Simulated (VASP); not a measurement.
# NbRu3C in VASP: a series of runs

The runs below take NbRu3C through single point, with PBE.

Everything below comes from runs of VASP 6.6.1. Logs are shortened: lines on timing, memory, paths and dates and some standing lists are left out, and cuts for length are marked.

## 1. The cell of the first run

It takes space group Pm-3m (No. 221, cubic). Conventional cell: a = 4.145 Å, b = 4.145 Å, c = 4.145 Å, α = 90.00°, β = 90.00°, γ = 90.00°. Within 2.7 Å of Ru (site symmetry 4/mmm) lie 2 C at 2.07 Å. Within 3.9 Å of Nb (site symmetry m-3m) lie 12 Ru at 2.93 Å and 8 C at 3.59 Å. C (site symmetry m-3m) has 6 Ru at 2.07 Å within 2.7 Å.

## 2. Single point, PBE

INCAR reads:

```
SYSTEM = NbRu3C
PREC     = Accurate       ! precision mode
ENCUT    = 520            ! plane-wave cutoff, eV
EDIFF    = 1E-7           ! SCF threshold, eV
ISMEAR   = -1             ! smearing method
SIGMA    = 0.05           ! smearing width, eV
LREAL    = .FALSE.        ! projectors in reciprocal space
LASPH    = .TRUE.         ! aspherical terms in the spheres
NELM     = 60             ! most SCF steps
ALGO     = Normal         ! electronic algorithm
ISIF     = 2              ! what is computed and relaxed
LWAVE    = .FALSE.        ! write WAVECAR
LCHARG   = .TRUE.         ! write CHGCAR
GGA      = PE             ! functional
LELF     = .TRUE.         ! ELF
LVHAR    = .TRUE.       
NBANDS   = 38             ! bands
```

KPOINTS reads:

```
regular mesh
0
G
  7 7 7
  0 0 0
```

POSCAR reads:

```
NbRu3C
1.0
    4.1448668297      0.0000000000      0.0000000000
    0.0000000000      4.1448668297      0.0000000000
    0.0000000000      0.0000000000      4.1448668297
Ru Nb C
3 1 1
Direct
    0.5000000000      0.5000000000      0.0000000000
    0.5000000000      0.0000000000      0.5000000000
    0.0000000000      0.5000000000      0.5000000000
    0.0000000000      0.0000000000      0.0000000000
    0.5000000000      0.5000000000      0.5000000000
```

Potentials or basis: VASP PAW PBE potentials, release 64 (Ru_pv, Nb_sv, C).

Run with:

```sh
cat potpaw_PBE.64/Ru_pv/POTCAR potpaw_PBE.64/Nb_sv/POTCAR potpaw_PBE.64/C/POTCAR > POTCAR
mpirun -np 1 vasp_std > vasp.out
```

OUTCAR:

```text
SYSTEM = NbRu3C
   PREC = Accurate
   ENCUT = 520
   EDIFF = 1E-7
   ISMEAR = -1
   LREAL = .FALSE.
   LASPH = .TRUE.
   NELM = 60
   ISIF = 2
   GGA = PE

 ion  position               nearest neighbor table
   1  0.500  0.500  0.000-   5 2.07   5 2.07   4 2.93   2 2.93   2 2.93   3 2.93   3 2.93   2 2.93
                             4 2.93   2 2.93   3 2.93   4 2.93   3 2.93   4 2.93
   2  0.500  0.000  0.500-   5 2.07   5 2.07   4 2.93   1 2.93   1 2.93   4 2.93   1 2.93   3 2.93
                             3 2.93   1 2.93   3 2.93   4 2.93   4 2.93   3 2.93
   3  0.000  0.500  0.500-   5 2.07   5 2.07   4 2.93   1 2.93   1 2.93   4 2.93   2 2.93   4 2.93
                             4 2.93   1 2.93   2 2.93   2 2.93   1 2.93   2 2.93
   4  0.000  0.000  0.000-   1 2.93   2 2.93   3 2.93   2 2.93   3 2.93   1 2.93   3 2.93   3 2.93
                             1 2.93   2 2.93   2 2.93   1 2.93
   5  0.500  0.500  0.500-   1 2.07   2 2.07   3 2.07   1 2.07   2 2.07   3 2.07

  LATTYP: Found a simple cubic cell.
 ALAT       =     4.1448668297

  Lattice vectors:

 A1 = (   4.1448668297,   0.0000000000,   0.0000000000)
 A2 = (   0.0000000000,   4.1448668297,   0.0000000000)
 A3 = (   0.0000000000,   0.0000000000,   4.1448668297)

Analysis of symmetry for initial positions (statically):
=====================================================================
 Subroutine PRICEL returns:
 Original cell was already a primitive cell.

 Routine SETGRP: Setting up the symmetry group for a
 simple cubic supercell.

 Subroutine GETGRP returns: Found 48 space group operations
 (whereof 48 operations were pure point group operations)
 out of a pool of 48 trial point group operations.

The static configuration has the point symmetry O_h .

Analysis of symmetry for dynamics (positions and initial velocities):
=====================================================================
 Subroutine PRICEL returns:
 Original cell was already a primitive cell.

 Routine SETGRP: Setting up the symmetry group for a
 simple cubic supercell.

 Subroutine GETGRP returns: Found 48 space group operations
 (whereof 48 operations were pure point group operations)
 out of a pool of 48 trial point group operations.

The dynamic configuration has the point symmetry O_h .

 Subroutine INISYM returns: Found 48 space group operations
 (whereof 48 operations are pure point group operations),
 and found     1 'primitive' translations

----------------------------------------------------------------------------------------

                                     Primitive cell

  volume of cell :      71.2085

  direct lattice vectors                    reciprocal lattice vectors
     4.144866830  0.000000000  0.000000000     0.241262275  0.000000000  0.000000000
     0.000000000  4.144866830  0.000000000     0.000000000  0.241262275  0.000000000
     0.000000000  0.000000000  4.144866830     0.000000000  0.000000000  0.241262275

  length of vectors
     4.144866830  4.144866830  4.144866830     0.241262275  0.241262275  0.241262275

  position of ions in fractional coordinates (direct lattice)
     0.500000000  0.500000000  0.000000000
     0.500000000  0.000000000  0.500000000
     0.000000000  0.500000000  0.500000000
     0.000000000  0.000000000  0.000000000
     0.500000000  0.500000000  0.500000000

  ion indices of the primitive-cell ions
   primitive index   ion index
                 1           1
                 2           2
                 3           3
                 4           4
                 5           5

----------------------------------------------------------------------------------------

 KPOINTS: regular mesh

Automatic generation of k-mesh.
 Grid dimensions read from file:
 generate k-points for:    7    7    7

 Generating k-lattice:

  Cartesian coordinates                     Fractional coordinates (reciprocal lattice)
     0.034466039  0.000000000  0.000000000     0.142857143  0.000000000  0.000000000
     0.000000000  0.034466039  0.000000000     0.000000000  0.142857143  0.000000000
     0.000000000  0.000000000  0.034466039     0.000000000  0.000000000  0.142857143

  Length of vectors
     0.034466039  0.034466039  0.034466039

  Shift w.r.t. Gamma in fractional coordinates (k-lattice)
     0.000000000  0.000000000  0.000000000

 Subroutine IBZKPT returns following result:
 ===========================================

 Found     20 irreducible k-points:

 Following reciprocal coordinates:
            Coordinates               Weight
  0.000000  0.000000  0.000000      1.000000
  0.142857  0.000000  0.000000      6.000000
  0.285714  0.000000  0.000000      6.000000
  0.428571  0.000000  0.000000      6.000000
  0.142857  0.142857  0.000000     12.000000
  0.285714  0.142857  0.000000     24.000000
[... 12 lines left out ...]
  0.428571  0.428571  0.285714     24.000000
  0.428571  0.428571  0.428571      8.000000
   k-points           NKPTS =     20   k-points in BZ     NKDIM =     20   number of bands    NBANDS=     38
   number of dos      NEDOS =    301   number of ions     NIONS =      5
   total plane-waves  NPLWV =  32768
   dimension x,y,z NGX =    32 NGY =   32 NGZ =   32
   dimension x,y,z NGXF=    64 NGYF=   64 NGZF=   64
   ions per type =               3   1   1
   NGX,Y,Z   is equivalent  to a cutoff of  12.83, 12.83, 12.83 a.u.
   NGXF,Y,Z  is equivalent  to a cutoff of  25.67, 25.67, 25.67 a.u.
 SYSTEM =  NbRu3C
   PREC   = accura    normal or accurate (medium, high low for compatibility)
   ISTART =      0    job   : 0-new  1-cont  2-samecut
   ICHARG =      2    charge: 1-file 2-atom 10-const
   ISPIN  =      1    spin polarized calculation?
   LNONCOLLINEAR =      F non collinear calculations
   LSORBIT =      F    spin-orbit coupling
   LASPH  =      T    aspherical Exc in radial PAW
   ENCUT  =  520.0 eV  38.22 Ry    6.18 a.u.   7.71  7.71  7.71*2*pi/ulx,y,z
   NELM   =     60;   NELMIN=  2; NELMDL= -5     # of ELM steps
   EDIFF  = 0.1E-06   stopping-criterion for ELM
   LREAL  =      F    real-space projection
   EDIFFG = 0.1E-05   stopping-criterion for IOM
   NSW    =      0    number of steps for IOM
   IBRION =     -1    ionic relax: 0-MD 1-quasi-New 2-CG
   NFREE  =      0    steps in history (QN), initial steepest desc. (CG)
   ISIF   =      2    stress and relaxation
   ISYM   =      2    0-nonsym 1-usesym 2-fastsym
   POTIM  = 0.5000    time-step for ionic-motion
   TEBEG  =    0.0;   TEEND  =   0.0 temperature during run
   PSTRESS=    0.0 pullay stress
   NELECT =      59.0000    total number of electrons
   NUPDOWN=      -1.0000    fix difference up-down
   EMIN   =  10.00;   EMAX   =-10.00  energy-range for DOS
   EFERMI =   0.00;   METHOD = LEGACY
   ISMEAR =    -1;   SIGMA  =   0.05  broadening in eV -4-tet -1-fermi 0-gaus
   EFERMI_NEDOS =   21; number of points for ismear=-14 and -15
   IALGO  =     38    algorithm
   IMIX   =      4    mixing-type and parameters
     AMIX     =   0.40;   BMIX     =  1.00
     AMIX_MAG =   1.60;   BMIX_MAG =  1.00
  volume/ion in A,a.u.               =      14.24        96.11
  Fermi-wavevector in a.u.,A,eV,Ry     =   1.537617  2.905675 32.167804  2.364267
  Thomas-Fermi vector in A             =   2.644101
   LORBIT       =      0    0 simple, 1 ext, 2 COOP (PROOUT), +10 PAW based schemes
   GGA     = PE    functional components
   LHFCALC =     F    Hartree Fock is set to
   AEXX    =    0.0000 exact exchange contribution
   IVDW    =     0    specifies the selected vdW correction
   LEPSILON=     F    determine dielectric tensor
   LRPA    =     F    only Hartree local field effects (RPA)
 non-spin polarized calculation
  energy-cutoff  :      520.00
  volume of cell :       71.21
 maximum number of plane-waves:      1935
 NGX is ok and might be reduce to    32
   NGX = 15   NGY = 15   NGZ = 15

 number of electron      59.0000002 magnetization

 Free energy of the ion-electron system (eV)
  ---------------------------------------------------
  ext. energy  EPLUGINS =         0.00000000
  ---------------------------------------------------
  free energy    TOTEN  =       -47.08481207 eV

  energy without entropy =      -47.05797326  energy(sigma->0) =      -47.07139267

 E-fermi :  11.1614     XC(G=0): -13.0038

 val. band max:       11.1592880391   @ k =   0.4286   0.1429   0.1429
 cond. band min:      11.1956529794   @ k =   0.2857   0.2857   0.2857
 fundamental gap:      0.0363649403
 Fermi energy:        11.1613938854

 k-point     1 :       0.0000    0.0000    0.0000
  band No.  band energies     occupation
      1     -44.9765      2.00000
      2     -32.3737      2.00000
      3     -32.3737      2.00000
      4     -32.3737      2.00000
      5     -31.7866      2.00000
      6     -31.7866      2.00000
[... 30 lines left out ...]
     37      13.8111      0.00000
     38      16.1534      0.00000

 k-point     2 :       0.1429    0.0000    0.0000
  band No.  band energies     occupation
      1     -44.9765      2.00000
      2     -32.3697      2.00000
      3     -32.3697      2.00000
      4     -32.3667      2.00000
      5     -31.7946      2.00000
      6     -31.7891      2.00000
[... 30 lines left out ...]
     37      13.8014      0.00000
     38      15.7698      0.00000

 k-point     3 :       0.2857    0.0000    0.0000
  band No.  band energies     occupation
      1     -44.9765      2.00000
      2     -32.3604      2.00000
      3     -32.3604      2.00000
      4     -32.3502      2.00000
      5     -31.8133      2.00000
      6     -31.7977      2.00000
[... 30 lines left out ...]
     37      13.7820      0.00000
[... 617 lines left out ...]
 k-point    19 :       0.4286    0.4286    0.2857
  band No.  band energies     occupation
      1     -44.9753      2.00000
      2     -32.5833      2.00000
      3     -32.2246      2.00000
      4     -32.1867      2.00000
      5     -31.9311      2.00000
      6     -31.9078      2.00000
[... 30 lines left out ...]
     37      14.4485      0.00000
     38      15.3830      0.00000

 k-point    20 :       0.4286    0.4286    0.4286
  band No.  band energies     occupation
      1     -44.9749      2.00000
      2     -32.6200      2.00000
      3     -32.1860      2.00000
      4     -32.1860      2.00000
      5     -31.9337      2.00000
      6     -31.9327      2.00000
[... 30 lines left out ...]
     37      13.4842      0.00000
     38      16.0097      0.00000

------------------------ aborting loop because EDIFF is reached ----------------------------------------

  FORCE on cell =-STRESS in cart. coord.  units (eV):
  Direction    XX          YY          ZZ          XY          YZ          ZX
  --------------------------------------------------------------------------------------
  -------------------------------------------------------------------------------------
  Total       -7.5915584     -7.5915584     -7.5915584     -0.0000000      0.0000000      0.0000000
  in kB     -170.8086163   -170.8086163   -170.8086163     -0.0000000      0.0000000      0.0000000
  external PRESSURE =    -170.8086163 kB  Pullay stress =       0.0000000 kB

 VOLUME and BASIS-vectors are now :
 -----------------------------------------------------------------------------
  energy-cutoff  :      520.00
  volume of cell :       71.21
      direct lattice vectors                 reciprocal lattice vectors
     4.144866830  0.000000000  0.000000000     0.241262275  0.000000000  0.000000000
     0.000000000  4.144866830  0.000000000     0.000000000  0.241262275  0.000000000
     0.000000000  0.000000000  4.144866830     0.000000000  0.000000000  0.241262275

 POSITION                                       TOTAL-FORCE (eV/Angst)
 -----------------------------------------------------------------------------------
      2.07243      2.07243      0.00000         0.000000      0.000000      0.000000
      2.07243      0.00000      2.07243         0.000000      0.000000      0.000000
      0.00000      2.07243      2.07243         0.000000      0.000000      0.000000
      0.00000      0.00000      0.00000         0.000000      0.000000      0.000000
      2.07243      2.07243      2.07243         0.000000      0.000000      0.000000
 -----------------------------------------------------------------------------------
    total drift:                                0.000000     -0.000000     -0.000000

  FREE ENERGIE OF THE ION-ELECTRON SYSTEM (eV)
  ---------------------------------------------------
  free  energy   TOTEN  =       -47.0848120704 eV

  energy  without entropy=      -47.0579732611  energy(sigma->0) =      -47.07139267
```

Wall time 42 s (1 thread of Intel Xeon 6975P-C, shared host); peak memory 0.21 GiB.

What came out:

| Property | Result |
| --- | --- |
| Free energy | -47.0848 eV |
| Pressure | -17.1 GPa |

Levels at points of the mesh, in eV from the Fermi level:
| k point | band 25 | band 26 | band 27 | band 28 | band 29 | band 30 | band 31 | band 32 | band 33 | band 34 |
| --- | --- | --- | --- | --- | --- | --- | --- | --- | --- | --- |
| (0.00, 0.00, 0.00) | -2.34 | -2.34 | -1.28 | -1.28 | 0.55 | 0.57 | 0.57 | 0.57 | 1.66 | 1.66 |

## 3. Single point, PBE (atoms moved at random)

INCAR reads:

```
SYSTEM = NbRu3C
ALGO = Normal
EDIFF = 1E-6
ENCUT = 520
GGA = PE
ISIF = 2
ISMEAR = -1
LASPH = .True.
LCHARG = .False.
LREAL = .False.
LWAVE = .False.
NBANDS = 38
NELM = 80
PREC = Accurate
SIGMA = 0.05
```

KPOINTS reads:

```
k-points
0
Gamma
  7 7 7
  0 0 0
```

POSCAR reads:

```
NbRu3C
1.0
    4.0651380000      0.0000000000      0.0000000000
    0.0000000000      4.0651380000      0.0000000000
    0.0000000000      0.0000000000      4.0651380000
Ru Nb C
3 1 1
Direct
    0.5048240000      0.5020500000      0.0089760000
    0.4887510000     -0.0079510000      0.5003390000
    0.0035380000      0.4976300000      0.5145230000
    0.0025650000      0.0173570000      0.0026820000
    0.5008520000      0.4970720000      0.5049320000
```

Potentials or basis: VASP PAW PBE potentials, release 64 (Ru_pv, Nb_sv, C).

Run with:

```sh
cat potpaw_PBE.64/Ru_pv/POTCAR potpaw_PBE.64/Nb_sv/POTCAR potpaw_PBE.64/C/POTCAR > POTCAR
mpirun -np 1 vasp_std > vasp.out
```

It took 6.6 min on 1 thread of Intel Xeon 6975P-C, shared host; peak memory 0.46 GiB.

Results (log left out):

```
Free energy   : -47.3236 eV
Pressure      : -3.0 GPa
Largest force : 0.574 eV/Å
```

Forces on the atoms (eV/Å):
```
Ru  -0.010 -0.034 -0.261
Ru   0.109  0.561  0.055
Ru  -0.234 -0.002 -0.040
Nb  -0.018 -0.333  0.080
C    0.154 -0.191  0.165
```

Stress tensor (GPa, compression positive):
```
-2.98  0.24 -0.03
 0.24 -3.10  0.11
-0.03  0.11 -3.00
```

Levels at points of the mesh, in eV from the Fermi level:
```tsv
k point	band 27	band 28	band 29	band 30	band 31	band 32	band 33	band 34
(0.00, 0.00, 0.00)	-1.37	-1.35	0.60	0.63	0.64	0.65	1.80	1.81
```

Caveat: the cell differs from its parent crystal (atoms moved at random).
